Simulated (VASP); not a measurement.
# PIr2 (Fm-3m) in VASP: a series of runs

The runs below take PIr2 through single point, with LDA.

Program: VASP 6.6.1. These are calculated values, not measurements. Logs are shortened: lines on timing, memory, paths and dates and some standing lists are left out, and cuts for length are marked.

## Step 1: The cell of the first run

Symmetry: Fm-3m, No. 225, cubic system. Conventional cell: a = 5.460 Å, b = 5.460 Å, c = 5.460 Å, α = 90.00°, β = 90.00°, γ = 90.00°. Within 3.1 Å of P (site symmetry m-3m) lie 8 Ir at 2.36 Å. Within 3.1 Å of Ir (site symmetry -43m) lie 4 P at 2.36 Å and 6 Ir at 2.73 Å.

## Step 2: Single point, LDA (13.57 Å³/atom)

File INCAR:

```
SYSTEM = PIr2
PREC     = Accurate       ! precision mode
ENCUT    = 520            ! plane-wave cutoff, eV
EDIFF    = 1E-6           ! SCF threshold, eV
ISMEAR   = -1             ! smearing method
SIGMA    = 0.05           ! smearing width, eV
LREAL    = .False.        ! projectors in reciprocal space
LASPH    = .True.         ! aspherical terms in the spheres
NELM     = 60             ! most SCF steps
ALGO     = Normal         ! electronic algorithm
ISIF     = 2              ! what is computed and relaxed
LWAVE    = .False.        ! write WAVECAR
LCHARG   = .False.        ! write CHGCAR
GGA      = CA             ! functional
NBANDS   = 18             ! bands
```

File KPOINTS:

```
regular mesh
0
Gamma
  11 11 11
  0 0 0
```

File POSCAR:

```
PIr2
1.0
    0.0000000000      2.7300967663      2.7300967663
    2.7300967663      0.0000000000      2.7300967663
    2.7300967663      2.7300967663      0.0000000000
P Ir
1 2
Direct
    0.0000000000      0.0000000000      0.0000000000
    0.2500000000      0.2500000000      0.2500000000
    0.7500000000      0.7500000000      0.7500000000
```

Potentials or basis: VASP PAW LDA potentials, release 64 (P, Ir).

Launch:

```console
$ cat potpaw_LDA.64/P/POTCAR potpaw_LDA.64/Ir/POTCAR > POTCAR
$ mpirun -np 1 vasp_std > vasp.out
```

OUTCAR:

```text
SYSTEM = PIr2
   PREC = Accurate
   ENCUT = 520
   EDIFF = 1E-6
   ISMEAR = -1
   LREAL = .False.
   LASPH = .True.
   NELM = 60
   ISIF = 2
   GGA = CA

 ion  position               nearest neighbor table
   1  0.000  0.000  0.000-   3 2.36   2 2.36   3 2.36   2 2.36   3 2.36   3 2.36   2 2.36   2 2.36

   2  0.250  0.250  0.250-   1 2.36   1 2.36   1 2.36   1 2.36   3 2.73   3 2.73   3 2.73   3 2.73
                             3 2.73   3 2.73
   3  0.750  0.750  0.750-   1 2.36   1 2.36   1 2.36   1 2.36   2 2.73   2 2.73   2 2.73   2 2.73
                             2 2.73   2 2.73

  LATTYP: Found a face centered cubic cell.
 ALAT       =     5.4601935326

  Lattice vectors:

 A1 = (   0.0000000000,   2.7300967663,   2.7300967663)
 A2 = (   2.7300967663,   0.0000000000,   2.7300967663)
 A3 = (   2.7300967663,   2.7300967663,   0.0000000000)

Analysis of symmetry for initial positions (statically):
=====================================================================
 Subroutine PRICEL returns:
 Original cell was already a primitive cell.

 Routine SETGRP: Setting up the symmetry group for a
 face centered cubic supercell.

 Subroutine GETGRP returns: Found 48 space group operations
 (whereof 48 operations were pure point group operations)
 out of a pool of 48 trial point group operations.

The static configuration has the point symmetry O_h .

Analysis of symmetry for dynamics (positions and initial velocities):
=====================================================================
 Subroutine PRICEL returns:
 Original cell was already a primitive cell.

 Routine SETGRP: Setting up the symmetry group for a
 face centered cubic supercell.

 Subroutine GETGRP returns: Found 48 space group operations
 (whereof 48 operations were pure point group operations)
 out of a pool of 48 trial point group operations.

The dynamic configuration has the point symmetry O_h .

 Subroutine INISYM returns: Found 48 space group operations
 (whereof 48 operations are pure point group operations),
 and found     1 'primitive' translations

----------------------------------------------------------------------------------------

                                     Primitive cell

  volume of cell :      40.6972

  direct lattice vectors                    reciprocal lattice vectors
     0.000000000  2.730096766  2.730096766    -0.183143692  0.183143692  0.183143692
     2.730096766  0.000000000  2.730096766     0.183143692 -0.183143692  0.183143692
[... 80 lines left out ...]
   ICHARG =      2    charge: 1-file 2-atom 10-const
   ISPIN  =      1    spin polarized calculation?
   LNONCOLLINEAR =      F non collinear calculations
   LSORBIT =      F    spin-orbit coupling
   LASPH  =      T    aspherical Exc in radial PAW
   ENCUT  =  520.0 eV  38.22 Ry    6.18 a.u.   7.18  7.18  7.18*2*pi/ulx,y,z
   NELM   =     60;   NELMIN=  2; NELMDL= -5     # of ELM steps
   EDIFF  = 0.1E-05   stopping-criterion for ELM
   LREAL  =      F    real-space projection
[... 7 lines left out ...]
   TEBEG  =    0.0;   TEEND  =   0.0 temperature during run
   PSTRESS=    0.0 pullay stress
   NELECT =      23.0000    total number of electrons
   NUPDOWN=      -1.0000    fix difference up-down
   EMIN   =  10.00;   EMAX   =-10.00  energy-range for DOS
   EFERMI =   0.00;   METHOD = LEGACY
   ISMEAR =    -1;   SIGMA  =   0.05  broadening in eV -4-tet -1-fermi 0-gaus
   EFERMI_NEDOS =   21; number of points for ismear=-14 and -15
   IALGO  =     38    algorithm
   IMIX   =      4    mixing-type and parameters
     AMIX     =   0.40;   BMIX     =  1.00
     AMIX_MAG =   1.60;   BMIX_MAG =  1.00
  volume/ion in A,a.u.               =      13.57        91.55
  Fermi-wavevector in a.u.,A,eV,Ry     =   1.353514  2.557770 24.925874  1.832000
  Thomas-Fermi vector in A             =   2.480763
   LORBIT       =      0    0 simple, 1 ext, 2 COOP (PROOUT), +10 PAW based schemes
   GGA     = CA    functional components
   LHFCALC =     F    Hartree Fock is set to
   AEXX    =    0.0000 exact exchange contribution
   IVDW    =     0    specifies the selected vdW correction
   LEPSILON=     F    determine dielectric tensor
   LRPA    =     F    only Hartree local field effects (RPA)
 non-spin polarized calculation
  energy-cutoff  :      520.00
  volume of cell :       40.70
 maximum number of plane-waves:      1113
 NGX is ok and might be reduce to    30
   NGX = 15   NGY = 15   NGZ = 15

 number of electron      23.0000001 magnetization

 Free energy of the ion-electron system (eV)
  ---------------------------------------------------
  ext. energy  EPLUGINS =         0.00000000
  ---------------------------------------------------
  free energy    TOTEN  =       -27.99781886 eV

  energy without entropy =      -27.99227458  energy(sigma->0) =      -27.99504672

 E-fermi :  10.5961     XC(G=0): -13.3474

 val. band max:       10.5599055741   @ k =  -0.2727   0.2727   0.0000
 cond. band min:      10.6034552875   @ k =   0.3636   0.2727   0.0909
 fundamental gap:      0.0435497134
 Fermi energy:        10.5961307325

 k-point     1 :       0.0000    0.0000    0.0000
  band No.  band energies     occupation
      1      -4.3127      2.00000
      2       2.5407      2.00000
      3       2.5407      2.00000
      4       2.5407      2.00000
      5       4.1824      2.00000
      6       4.1824      2.00000
[... 481 lines left out ...]
      5       4.8923      2.00000
      6       5.4070      2.00000
[... 10 lines left out ...]
     17      17.8377      0.00000
     18      20.0009      0.00000

 [... further k-points ...]

------------------------ aborting loop because EDIFF is reached ----------------------------------------

  FORCE on cell =-STRESS in cart. coord.  units (eV):
  Direction    XX          YY          ZZ          XY          YZ          ZX
  --------------------------------------------------------------------------------------
  -------------------------------------------------------------------------------------
  Total        2.7194835      2.7194835      2.7194835     -0.0000000     -0.0000000      0.0000000
  in kB      107.0613946    107.0613946    107.0613946     -0.0000000     -0.0000000      0.0000000
  external PRESSURE =     107.0613946 kB  Pullay stress =       0.0000000 kB

 VOLUME and BASIS-vectors are now :
 -----------------------------------------------------------------------------
  energy-cutoff  :      520.00
  volume of cell :       40.70
      direct lattice vectors                 reciprocal lattice vectors
     0.000000000  2.730096766  2.730096766    -0.183143692  0.183143692  0.183143692
     2.730096766  0.000000000  2.730096766     0.183143692 -0.183143692  0.183143692
     2.730096766  2.730096766  0.000000000     0.183143692  0.183143692 -0.183143692

 POSITION                                       TOTAL-FORCE (eV/Angst)
 -----------------------------------------------------------------------------------
      0.00000      0.00000      0.00000        -0.000000     -0.000000     -0.000000
      1.36505      1.36505      1.36505         0.000000      0.000000      0.000000
      4.09515      4.09515      4.09515        -0.000000     -0.000000     -0.000000
 -----------------------------------------------------------------------------------
    total drift:                               -0.000000      0.000000      0.000000

  FREE ENERGIE OF THE ION-ELECTRON SYSTEM (eV)
  ---------------------------------------------------
  free  energy   TOTEN  =       -27.9978188625 eV

  energy  without entropy=      -27.9922745807  energy(sigma->0) =      -27.99504672
```

OSZICAR:

```text
N       E                     dE             d eps       ncg     rms          rms(c)
DAV:   1     0.191979965670E+03    0.19198E+03   -0.10319E+04  2016   0.120E+03
DAV:   2    -0.190458791078E+02   -0.21103E+03   -0.19942E+03  2018   0.347E+02
DAV:   3    -0.289018787766E+02   -0.98560E+01   -0.96633E+01  2548   0.804E+01
DAV:   4    -0.291474036330E+02   -0.24552E+00   -0.24430E+00  2534   0.120E+01
DAV:   5    -0.291523460510E+02   -0.49424E-02   -0.49396E-02  2486   0.168E+00    0.279E+01
DAV:   6    -0.281355670189E+02    0.10168E+01   -0.23908E+00  2754   0.182E+01    0.109E+01
DAV:   7    -0.280280453477E+02    0.10752E+00   -0.10281E-01  2186   0.251E+00    0.520E+00
DAV:   8    -0.279983629685E+02    0.29682E-01   -0.31558E-02  2344   0.953E-01    0.729E-01
DAV:   9    -0.279979465615E+02    0.41641E-03   -0.25042E-03  2406   0.407E-01    0.397E-01
DAV:  10    -0.279978420020E+02    0.10456E-03   -0.41882E-04  2486   0.215E-01    0.110E-01
DAV:  11    -0.279978204252E+02    0.21577E-04   -0.42272E-05  2374   0.588E-02    0.300E-02
DAV:  12    -0.279978189689E+02    0.14562E-05   -0.42700E-06  2404   0.118E-02    0.450E-03
DAV:  13    -0.279978188625E+02    0.10643E-06   -0.32771E-07  1080   0.447E-03
   1 F= -.27997819E+02 E0= -.27995047E+02  d E =-.554428E-02
```

It took 39 s on 1 thread of Intel Xeon Platinum 8488C (Sapphire Rapids), shared host; peak memory 0.17 GiB.

Results:

* Free energy: -27.9978 eV
* Pressure: 10.7 GPa
* Band gap on the k mesh: zero (an odd number of electrons rules out a gap without spin polarisation)

Caveat: the cell stands under pressure; spin-orbit coupling is left out, which moves the levels of the heavy elements.

## Step 3: Single point, LDA (13.99 Å³/atom)

This run uses another cell than the first one, of 13.99 Å³/atom.

File INCAR:

```
ALGO = Normal ; EDIFF = 1E-6
ENCUT = 520 ; ISIF = 2
ISMEAR = -1 ; LASPH = T
LCHARG = F ; LREAL = F
LWAVE = F ; NBANDS = 18
NELM = 60 ; PREC = Accurate
SIGMA = 0.05
```

File KPOINTS:

```
k-points
0
Gamma
  11 11 11
```

File POSCAR:

```
PIr2
1.0
    0.0000000000      2.7582440780      2.7582440780
    2.7582440780      0.0000000000      2.7582440780
    2.7582440780      2.7582440780      0.0000000000
P Ir
1 2
Direct
    0.0000000000      0.0000000000      0.0000000000
    0.2500000000      0.2500000000      0.2500000000
    0.7500000000      0.7500000000      0.7500000000
```

Potentials or basis: VASP PAW LDA potentials, release 64 (P, Ir).

Launch:

```console
$ cat potpaw_LDA.64/P/POTCAR potpaw_LDA.64/Ir/POTCAR > POTCAR
$ mpirun -np 1 vasp_std > vasp.out
```

Wall time 41 s (1 thread of Intel Xeon Platinum 8488C (Sapphire Rapids), shared host); peak memory 0.17 GiB.

Results (log left out):

- Free energy: -28.0404 eV
- Pressure: 0.2 GPa
- Band gap on the k mesh: zero (an odd number of electrons rules out a gap without spin polarisation)

Levels at points of the mesh, in eV from the Fermi level:
```
           k point  band 9  band 10  band 11  band 12  band 13  band 14  band 15  band 16
(0.00, 0.00, 0.00)   -0.61     0.37     1.57     1.57     4.40     4.40     4.40     4.99
```

Caveat: spin-orbit coupling is left out, which moves the levels of the heavy elements.

[end of part 1 of 2]
